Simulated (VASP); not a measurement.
Here is a VASP 6.6.1 calculation.

Contents of INCAR:

```
SYSTEM = SnSe2
ALGO     = Normal         ! electronic algorithm
EDIFF    = 1E-6           ! SCF threshold, eV
ENCUT    = 520            ! plane-wave cutoff, eV
GGA      = PE             ! functional
ISIF     = 2              ! what is computed and relaxed
ISMEAR   = 0              ! smearing method
LASPH    = .TRUE.         ! aspherical terms in the spheres
LCHARG   = .FALSE.        ! write CHGCAR
LREAL    = .FALSE.        ! projectors in reciprocal space
LWAVE    = .FALSE.        ! write WAVECAR
NBANDS   = 20             ! bands
NELM     = 80             ! most SCF steps
PREC     = Accurate       ! precision mode
SIGMA    = 0.05           ! smearing width, eV
```

KPOINTS

```
k-points
0
G
  12 12 6
  0 0 0
```

Contents of POSCAR:

```
SnSe2
1.0
    3.9253287450      0.0000000000      0.0000000000
   -1.9626643725      3.3994344114      0.0000000000
    0.0000000000      0.0000000000      6.2290550000
Sn Se
1 2
Direct
    0.0000000000      0.0000000000      0.0000000000
    0.3333333333      0.6666666667      0.2500000000
    0.6666666667      0.3333333333      0.7500000000
```

Potentials or basis: VASP PAW PBE potentials, release 64 (Sn_d, Se).

The run is started by

```bash
$ cat potpaw_PBE.64/Sn_d/POTCAR potpaw_PBE.64/Se/POTCAR > POTCAR
$ mpirun -np 1 vasp_std > vasp.out
```

Q: Estimate the band gap on the k mesh.

A: 0.57 eV (least direct gap 0.65 eV).

Q: Predict the pressure.

A: 0.2 GPa.

Q: What does it give for the largest force?

A: 0.150 eV/Å.

Forces in eV/Å, atoms in the order of the input:
```
Sn   0.000  0.000  0.000
Se   0.000  0.000  0.150
Se   0.000  0.000 -0.150
```

Caveat: the cell differs from its parent crystal (strain +0.030 along x and y, +0.015 along z); spin-orbit coupling is left out, which moves the levels of the heavy elements; this functional lacks dispersion, which binds the layers, so the pressure and a relaxed spacing across them are unreliable. A k mesh can miss the band edges.
